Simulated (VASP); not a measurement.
# Mg (P6/mmm) in VASP: notebook

Mg is run at these levels: LDA; tasks: single point.

Program: VASP 6.6.1. These are calculated values, not measurements. Logs are shortened: lines on timing, memory, paths and dates and some standing lists are left out, and cuts for length are marked.

**1. The cell of the first run**

It takes space group P6/mmm (No. 191, hexagonal). Conventional cell: a = 2.959 Å, b = 2.959 Å, c = 2.953 Å, α = 90.00°, β = 90.00°, γ = 120.00°. Within 3.9 Å of Mg (site symmetry 6/mmm) lie 8 Mg at 2.95 to 2.96 Å.

This isn't the form of Mg at room conditions, which is hcp.

**2. Single point, LDA (strain -0.030 along x and y, -0.030 along z)**

INCAR

```
PREC = Accurate
ENCUT = 520
EDIFF = 1E-6
ISMEAR = 0
SIGMA = 0.15
LREAL = False
LASPH = True
NELM = 100
ALGO = Normal
ISIF = 2
LWAVE = False
LCHARG = False
GGA = CA
NBANDS = 7
```

KPOINTS

```
regular mesh
0
Gamma
  18 18 16
```

POSCAR

```
Mg
1.0
    2.9587908065      0.0000000000      0.0000000000
   -1.4793954033      2.5623880029      0.0000000000
    0.0000000000      0.0000000000      2.9534924429
Mg
1
Direct
    0.0000000000      0.0000000000      0.0000000000
```

Potentials or basis: VASP PAW LDA potentials, release 64 (Mg).

Run with:

```
> cat potpaw_LDA.64/Mg/POTCAR > POTCAR
> mpirun -np 1 vasp_std > vasp.out
```

OUTCAR:

```text
PREC = Accurate
   ENCUT = 520
   EDIFF = 1E-6
   ISMEAR = 0
   LREAL = False
   LASPH = True
   NELM = 100
   ISIF = 2
   GGA = CA

 ion  position               nearest neighbor table
   1  0.000  0.000  0.000-

  LATTYP: Found a hexagonal cell.
 ALAT       =     2.9587908065
 C/A-ratio  =     0.9982092808

  Lattice vectors:

 A1 = (   2.9587908065,   0.0000000000,   0.0000000000)
 A2 = (  -1.4793954033,   2.5623880029,   0.0000000000)
 A3 = (   0.0000000000,   0.0000000000,   2.9534924429)

Analysis of symmetry for initial positions (statically):
=====================================================================
 Subroutine PRICEL returns:
 Original cell was already a primitive cell.

 Routine SETGRP: Setting up the symmetry group for a
 hexagonal supercell.

 Subroutine GETGRP returns: Found 24 space group operations
 (whereof 24 operations were pure point group operations)
 out of a pool of 24 trial point group operations.

The static configuration has the point symmetry D_6h.

Analysis of symmetry for dynamics (positions and initial velocities):
=====================================================================
 Subroutine PRICEL returns:
 Original cell was already a primitive cell.

 Routine SETGRP: Setting up the symmetry group for a
 hexagonal supercell.

 Subroutine GETGRP returns: Found 24 space group operations
 (whereof 24 operations were pure point group operations)
 out of a pool of 24 trial point group operations.

The dynamic configuration has the point symmetry D_6h.

 Subroutine INISYM returns: Found 24 space group operations
 (whereof 24 operations are pure point group operations),
 and found     1 'primitive' translations

----------------------------------------------------------------------------------------

                                     Primitive cell

  volume of cell :      22.3921

  direct lattice vectors                    reciprocal lattice vectors
     2.958790807  0.000000000  0.000000000     0.337975905  0.195130480  0.000000000
    -1.479395403  2.562388003  0.000000000     0.000000000  0.390260959  0.000000000
     0.000000000  0.000000000  2.953492443     0.000000000  0.000000000  0.338582210

  length of vectors
     2.958790807  2.958790807  2.953492443     0.390260959  0.390260959  0.338582210

[... 77 lines left out ...]
   NELM   =    100;   NELMIN=  2; NELMDL= -5     # of ELM steps
   EDIFF  = 0.1E-05   stopping-criterion for ELM
   LREAL  =      F    real-space projection
   EDIFFG = 0.1E-04   stopping-criterion for IOM
   NSW    =      0    number of steps for IOM
   IBRION =     -1    ionic relax: 0-MD 1-quasi-New 2-CG
   NFREE  =      0    steps in history (QN), initial steepest desc. (CG)
   ISIF   =      2    stress and relaxation
   ISYM   =      2    0-nonsym 1-usesym 2-fastsym
   POTIM  = 0.5000    time-step for ionic-motion
   TEBEG  =    0.0;   TEEND  =   0.0 temperature during run
   PSTRESS=    0.0 pullay stress
   NELECT =       2.0000    total number of electrons
   NUPDOWN=      -1.0000    fix difference up-down
   EMIN   =  10.00;   EMAX   =-10.00  energy-range for DOS
   EFERMI =   0.00;   METHOD = LEGACY
   ISMEAR =     0;   SIGMA  =   0.15  broadening in eV -4-tet -1-fermi 0-gaus
   EFERMI_NEDOS =   21; number of points for ismear=-14 and -15
   IALGO  =     38    algorithm
   IMIX   =      4    mixing-type and parameters
     AMIX     =   0.40;   BMIX     =  1.00
     AMIX_MAG =   1.60;   BMIX_MAG =  1.00
  volume/ion in A,a.u.               =      22.39       151.11
  Fermi-wavevector in a.u.,A,eV,Ry     =   0.731790  1.382883  7.286146  0.535517
  Thomas-Fermi vector in A             =   1.824094
   LORBIT       =      0    0 simple, 1 ext, 2 COOP (PROOUT), +10 PAW based schemes
   GGA     = CA    functional components
   LHFCALC =     F    Hartree Fock is set to
   AEXX    =    0.0000 exact exchange contribution
   IVDW    =     0    specifies the selected vdW correction
   LEPSILON=     F    determine dielectric tensor
   LRPA    =     F    only Hartree local field effects (RPA)
 non-spin polarized calculation
 Gauss-broadening in eV      SIGMA  =   0.15
  energy-cutoff  :      520.00
  volume of cell :       22.39
 maximum number of plane-waves:       634
 NGX is ok and might be reduce to    24
   NGX = 11   NGY = 11   NGZ = 11

 number of electron       2.0000000 magnetization

 Free energy of the ion-electron system (eV)
  ---------------------------------------------------
  ext. energy  EPLUGINS =         0.00000000
  ---------------------------------------------------
  free energy    TOTEN  =        -1.56262981 eV

  energy without entropy =       -1.55791593  energy(sigma->0) =       -1.56027287

 E-fermi :   2.5723     XC(G=0):  -8.7358

 val. band max:        2.5682530445   @ k =   0.3889   0.0556   0.4375
 cond. band min:       2.5741495037   @ k =   0.4444   0.1111   0.3125
 fundamental gap:      0.0058964591
 Fermi energy:         2.5722996761

 k-point     1 :       0.0000    0.0000    0.0000
  band No.  band energies     occupation
      1      -4.4444      2.00000
      2      10.8735      0.00000
      3      11.8335      0.00000
      4      15.6732      0.00000
      5      15.6732      0.00000
      6      17.0863      0.00000
      7      17.0863      0.00000
[... 221 lines left out ...]
 k-point    24 :       0.3889    0.1111    0.0000
  band No.  band energies     occupation
      1       0.1675      2.00000
      2       2.6245      0.62252
      3       8.4296      0.00000
      4      14.5063      0.00000
      5      15.6362      0.00000
      6      17.9977      0.00000
      7      18.0512      0.00000

 [... further k-points ...]

------------------------ aborting loop because EDIFF is reached ----------------------------------------

  FORCE on cell =-STRESS in cart. coord.  units (eV):
  Direction    XX          YY          ZZ          XY          YZ          ZX
  --------------------------------------------------------------------------------------
  -------------------------------------------------------------------------------------
  Total        0.3846408      0.3846408      0.2014437     -0.0000000      0.0000000      0.0000000
  in kB       27.5214258     27.5214258     14.4134933     -0.0000000      0.0000000      0.0000000
  external PRESSURE =      23.1521150 kB  Pullay stress =       0.0000000 kB

 VOLUME and BASIS-vectors are now :
 -----------------------------------------------------------------------------
  energy-cutoff  :      520.00
  volume of cell :       22.39
      direct lattice vectors                 reciprocal lattice vectors
     2.958790807  0.000000000  0.000000000     0.337975905  0.195130480  0.000000000
    -1.479395403  2.562388003  0.000000000     0.000000000  0.390260959  0.000000000
     0.000000000  0.000000000  2.953492443     0.000000000  0.000000000  0.338582210

 POSITION                                       TOTAL-FORCE (eV/Angst)
 -----------------------------------------------------------------------------------
      0.00000      0.00000      0.00000         0.000000      0.000000      0.000000
 -----------------------------------------------------------------------------------
    total drift:                                0.000000     -0.000000     -0.000000

  FREE ENERGIE OF THE ION-ELECTRON SYSTEM (eV)
  ---------------------------------------------------
  free  energy   TOTEN  =        -1.5626298111 eV

  energy  without entropy=       -1.5579159251  energy(sigma->0) =       -1.56027287
```

OSZICAR:

```text
N       E                     dE             d eps       ncg     rms          rms(c)
DAV:   1    -0.913441130641E+00   -0.91344E+00   -0.83257E+02  5040   0.196E+02
DAV:   2    -0.157356257558E+01   -0.66012E+00   -0.63208E+00  6041   0.112E+01
DAV:   3    -0.157609906824E+01   -0.25365E-02   -0.25335E-02  6146   0.761E-01
DAV:   4    -0.157610276090E+01   -0.36927E-05   -0.36927E-05  6811   0.222E-02
DAV:   5    -0.157610276548E+01   -0.45812E-08   -0.45741E-08  6160   0.495E-04    0.612E-01
DAV:   6    -0.156832063306E+01    0.77821E-02   -0.65883E-04  5817   0.892E-02    0.387E-01
DAV:   7    -0.156263500749E+01    0.56856E-02   -0.22009E-03  5698   0.164E-01    0.186E-02
DAV:   8    -0.156263015343E+01    0.48541E-05   -0.25897E-05  6888   0.250E-02    0.417E-03
DAV:   9    -0.156262981113E+01    0.34231E-06   -0.39668E-07  5901   0.252E-03
   1 F= -.15626298E+01 E0= -.15602729E+01  d E =-.471389E-02
```

stdout:

```text
POSCAR found type information on POSCAR Mg
 POSCAR found :  1 types and       1 ions
 scaLAPACK will be used
 LDA part: xc-table for (Slater(with rela. corr.)+CA(PZ))
 , standard interpolation
 POSCAR, INCAR and KPOINTS ok, starting setup
 FFT: planning ... GRIDC
 FFT: planning ... GRID_SOFT
 FFT: planning ... GRID
 WAVECAR not read
 entering main loop
```

Run time: 40 s. Hardware: 1 thread of AMD EPYC 7R13, shared host; peak memory 0.14 GiB.

What came out:

```
Free energy            : -1.5626 eV
Pressure               : 2.3 GPa
Band gap on the k mesh : zero (bands 1 and 2 overlap by 5.75 eV)
```

Caveat: the cell differs from its parent crystal (strain -0.030 along x and y, -0.030 along z).

**3. Single point, LDA (strain -0.030 along x and y, -0.015 along z)**

INCAR

```
ALGO = Normal
EDIFF = 1E-6
ENCUT = 520
GGA = CA
ISIF = 2
ISMEAR = 0
LASPH = True
LCHARG = False
LREAL = False
LWAVE = False
NBANDS = 7
NELM = 100
PREC = Accurate
SIGMA = 0.15
```

KPOINTS

```
k-points
0
Gamma
  18 18 16
```

Changes to POSCAR since step 2:

```diff
@@ -4,3 +4,3 @@
    -1.4793954033      2.5623880029      0.0000000000
-    0.0000000000      0.0000000000      2.9534924429
+    0.0000000000      0.0000000000      2.9991650064
 Mg
```

Potentials or basis: VASP PAW LDA potentials, release 64 (Mg).

Run with:

```
> cat potpaw_LDA.64/Mg/POTCAR > POTCAR
> mpirun -np 1 vasp_std > vasp.out
```

It took 40 s on 1 thread of AMD EPYC 7R13, shared host; peak memory 0.14 GiB.

It converged, with:

```
Free energy            : -1.5645 eV
Pressure               : 1.9 GPa
Band gap on the k mesh : zero (bands 1 and 2 overlap by 5.65 eV)
```

Stress tensor (GPa, compression positive):
```
2.66 0.00 0.00
0.00 2.66 0.00
0.00 0.00 0.31
```

Levels at points of the mesh, in eV from the Fermi level:
```
           k point  band 1  band 2  band 3  band 4  band 5  band 6
(0.00, 0.00, 0.00)   -6.95    8.06    8.82   13.16   13.16   14.59
(0.50, 0.00, 0.00)   -1.63   -1.11    8.61    9.21   13.08   14.11
(0.00, 0.00, 0.50)   -3.18   -2.52   15.28   15.28   16.97   16.97
(0.50, 0.00, 0.50)    1.49    2.55    3.07    3.21   12.46   12.87
```

Caveat: the cell differs from its parent crystal (strain -0.030 along x and y, -0.015 along z).

[end of part 1 of 2]
